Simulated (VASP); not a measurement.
# BaTiO3 (R3m) in VASP: further runs, part 2 of 2

VASP 6.6.1. The steps go on from the part before.

## Step 3: Single point, PBEsol

INCAR

```
SYSTEM = BaTiO3
PREC = Accurate
ENCUT = 520
EDIFF = 1E-6
ISMEAR = 0
SIGMA = 0.01
LREAL = .FALSE.
LASPH = .TRUE.
NELM = 100
ALGO = Normal
ISIF = 2
LWAVE = .FALSE.
LCHARG = .FALSE.
GGA = PS
NBANDS = 28
```

KPOINTS

```
regular mesh
0
G
  3 3 3
  0 0 0
```

POSCAR

```
BaTiO3
1.0
    2.8273670000      1.6323810000      2.3183930000
   -2.8273670000      1.6323810000      2.3183930000
    0.0000000000     -3.2647620000      2.3183930000
Ba Ti O
1 1 3
Direct
    0.0000000000      0.0000000000      0.0000000000
    0.4845000000      0.4845000000      0.4845000000
    0.5086000000      0.5086000000      0.0175000000
    0.0175000000      0.5086000000      0.5086000000
    0.5086000000      0.0175000000      0.5086000000
```

Potentials or basis: VASP PAW PBE potentials, release 64 (Ba_sv, Ti_sv, O).

Started as:

```sh
$ cat potpaw_PBE.64/Ba_sv/POTCAR potpaw_PBE.64/Ti_sv/POTCAR potpaw_PBE.64/O/POTCAR > POTCAR
$ mpirun -np 1 vasp_std > vasp.out
```

OUTCAR:

```text
SYSTEM = BaTiO3
   PREC = Accurate
   ENCUT = 520
   EDIFF = 1E-6
   ISMEAR = 0
   LREAL = .FALSE.
   LASPH = .TRUE.
   NELM = 100
   ISIF = 2
   GGA = PS

 ion  position               nearest neighbor table
   1  0.000  0.000  0.000-   3 2.79   4 2.79   5 2.79   4 2.83   5 2.83   5 2.83   4 2.83   3 2.83
                             3 2.83   3 2.89   4 2.89   5 2.89   2 3.37   2 3.43   2 3.43   2 3.43
   2  0.484  0.484  0.484-   3 1.87   4 1.87   5 1.87   3 2.14   4 2.14   5 2.14   1 3.37   1 3.43
                             1 3.43   1 3.43   1 3.50   1 3.50   1 3.50   1 3.59
   3  0.509  0.509  0.017-   2 1.87   2 2.14   1 2.79   1 2.83   1 2.83   1 2.89
   4  0.017  0.509  0.509-   2 1.87   2 2.14   1 2.79   1 2.83   1 2.83   1 2.89
   5  0.509  0.017  0.509-   2 1.87   2 2.14   1 2.79   1 2.83   1 2.83   1 2.89

  LATTYP: Found a trigonal (rhomboedric) cell.
 ALAT       =     4.0042000430
 COS(alpha) =     0.0028446280

  Lattice vectors:

 A1 = (   2.8273670000,   1.6323810000,   2.3183930000)
 A2 = (  -2.8273670000,   1.6323810000,   2.3183930000)
 A3 = (   0.0000000000,  -3.2647620000,   2.3183930000)

Analysis of symmetry for initial positions (statically):
=====================================================================
 Subroutine PRICEL returns:
 Original cell was already a primitive cell.

 Routine SETGRP: Setting up the symmetry group for a
 trigonal (rhombohedral) supercell.

 Subroutine GETGRP returns: Found  6 space group operations
 (whereof  6 operations were pure point group operations)
 out of a pool of 12 trial point group operations.

The static configuration has the point symmetry C_3v.

Analysis of symmetry for dynamics (positions and initial velocities):
=====================================================================
 Subroutine PRICEL returns:
 Original cell was already a primitive cell.

 Routine SETGRP: Setting up the symmetry group for a
 trigonal (rhombohedral) supercell.

 Subroutine GETGRP returns: Found  6 space group operations
[... 112 lines left out ...]
  Fermi-wavevector in a.u.,A,eV,Ry     =   1.398237  2.642285 26.600301  1.955067
  Thomas-Fermi vector in A             =   2.521415
   LORBIT       =      0    0 simple, 1 ext, 2 COOP (PROOUT), +10 PAW based schemes
   GGA     = PS    functional components
   LHFCALC =     F    Hartree Fock is set to
   AEXX    =    0.0000 exact exchange contribution
   IVDW    =     0    specifies the selected vdW correction
   LEPSILON=     F    determine dielectric tensor
   LRPA    =     F    only Hartree local field effects (RPA)
 non-spin polarized calculation
 Gauss-broadening in eV      SIGMA  =   0.01
  energy-cutoff  :      520.00
  volume of cell :       64.20
 maximum number of plane-waves:      1743
 NGX is ok and might be reduce to    30
   NGX = 15   NGY = 15   NGZ = 15

 number of electron      39.9999998 magnetization

 Free energy of the ion-electron system (eV)
  ---------------------------------------------------
  ext. energy  EPLUGINS =         0.00000000
  ---------------------------------------------------
  free energy    TOTEN  =       -41.96747394 eV

  energy without entropy =      -41.96747394  energy(sigma->0) =      -41.96747394

 E-fermi :   3.4735     XC(G=0): -11.4932

 val. band max:        3.3374150077   @ k =   0.3333   0.3333   0.3333
 cond. band min:       5.9542492642   @ k =   0.0000   0.0000   0.0000
 fundamental gap:      2.6168342565
 Fermi energy:         3.4735200617

 k-point     1 :       0.0000    0.0000    0.0000
  band No.  band energies     occupation
      1     -52.4135      2.00000
      2     -28.7846      2.00000
      3     -28.7846      2.00000
      4     -28.7776      2.00000
      5     -21.1282      2.00000
      6     -13.1172      2.00000
[... 175 lines left out ...]
     27      11.5717      0.00000
     28      11.6220      0.00000

------------------------ aborting loop because EDIFF is reached ----------------------------------------

  FORCE on cell =-STRESS in cart. coord.  units (eV):
  Direction    XX          YY          ZZ          XY          YZ          ZX
  --------------------------------------------------------------------------------------
  -------------------------------------------------------------------------------------
  Total        0.3059441      0.3059440      0.2150838      0.0000000      0.0000000      0.0000000
  in kB        7.6350277      7.6350267      5.3675508      0.0000000      0.0000000      0.0000000
  external PRESSURE =       6.8792017 kB  Pullay stress =       0.0000000 kB

 VOLUME and BASIS-vectors are now :
 -----------------------------------------------------------------------------
  energy-cutoff  :      520.00
  volume of cell :       64.20
      direct lattice vectors                 reciprocal lattice vectors
     2.827367000  1.632381000  2.318393000     0.176842978  0.102100347  0.143777752
    -2.827367000  1.632381000  2.318393000    -0.176842978  0.102100347  0.143777752
     0.000000000 -3.264762000  2.318393000     0.000000000 -0.204200694  0.143777752

 POSITION                                       TOTAL-FORCE (eV/Angst)
 -----------------------------------------------------------------------------------
      0.00000      0.00000      0.00000         0.000000      0.000000     -0.142810
      0.00000      0.00000      3.36978         0.000000     -0.000000     -0.233335
      0.00000      1.60332      2.39884         0.000000      0.090520      0.125382
     -1.38852     -0.80166      2.39884        -0.078393     -0.045260      0.125382
      1.38852     -0.80166      2.39884         0.078393     -0.045260      0.125382
 -----------------------------------------------------------------------------------
    total drift:                                0.000000      0.000001      0.000403

  FREE ENERGIE OF THE ION-ELECTRON SYSTEM (eV)
  ---------------------------------------------------
  free  energy   TOTEN  =       -41.9674739381 eV

  energy  without entropy=      -41.9674739381  energy(sigma->0) =      -41.96747394
```

stdout:

```text
POSCAR found type information on POSCAR BaTiO
 POSCAR found :  3 types and       5 ions
 scaLAPACK will be used
 -----------------------------------------------------------------------------
|                                                                             |
|                                                                             |
|     You enforced a specific xc type in the INCAR file but a different       |
|     I HOPE YOU KNOW WHAT YOU ARE DOING!                                     |
|                                                                             |
 -----------------------------------------------------------------------------

 LDA part: xc-table for (Slater+PW92), standard interpolation
 POSCAR, INCAR and KPOINTS ok, starting setup
 FFT: planning ... GRIDC
 FFT: planning ... GRID_SOFT
 FFT: planning ... GRID
 WAVECAR not read
 entering main loop
```

Run time: 24 s. Hardware: 1 thread of Intel Xeon 6975P-C, shared host; peak memory 0.17 GiB.

Results:

```
Free energy            : -41.9675 eV
Pressure               : 0.7 GPa
Largest force          : 0.233 eV/Å
Band gap on the k mesh : 2.62 eV, indirect (least direct gap 2.72 eV)
```

Forces on the atoms (eV/Å):
```
Ba   0.000  0.000 -0.143
Ti   0.000  0.000 -0.233
O    0.000  0.091  0.125
O   -0.078 -0.045  0.125
O    0.078 -0.045  0.125
```

Stress tensor (GPa, compression positive):
```
0.76 0.00 0.00
0.00 0.76 0.00
0.00 0.00 0.54
```

Levels at points of the mesh, in eV from the valence-band top:
```tsv
k point	band 17	band 18	band 19	band 20	band 21	band 22	band 23	band 24
(0.00, 0.00, 0.00)	-0.79	-0.25	-0.10	-0.10	2.62	2.62	2.76	4.79
```

Caveat: the k points lie up to 0.52 Å⁻¹ apart; the PAW data sets were made with another functional, which shifts forces and pressure a little; spin-orbit coupling is left out, which moves the levels of the heavy elements. A k mesh can miss the band edges.
